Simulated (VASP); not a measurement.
Input of a VASP 6.6.1 run:

The input INCAR:

```
SYSTEM = Mg
ALGO = Fast ; EDIFF = 1E-6
ENCUT = 520 ; GGA = PS
ISIF = 2 ; ISMEAR = 0
LASPH = .TRUE. ; LCHARG = .TRUE.
LELF = .TRUE. ; LREAL = .FALSE.
LVHAR = .TRUE. ; LWAVE = .FALSE.
NBANDS = 7 ; NELM = 60
PREC = Accurate ; SIGMA = 0.1
```

KPOINTS

```
k-points
0
G
  16 16 16
  0 0 0
```

Contents of POSCAR:

```
Mg
1.0
   -1.8053003194      1.8053003194      1.6835658549
    1.8053003194     -1.8053003194      1.6835658549
    1.8053003194      1.8053003194     -1.6835658549
Mg
1
Direct
    0.0000000000      0.0000000000      0.0000000000
```

Potentials or basis: VASP PAW PBE potentials, release 64 (Mg).

Command:

```bash
$ cat potpaw_PBE.64/Mg/POTCAR > POTCAR
$ mpirun -np 1 vasp_std > vasp.out
```

(1) Estimate the pressure.

(2) What does it give for the band gap on the k mesh?

Answers

(1) 1.0 GPa.

(2) zero (bands 1 and 2 overlap by 4.67 eV).

Caveat: the PAW data sets were made with another functional, which shifts forces and pressure a little.
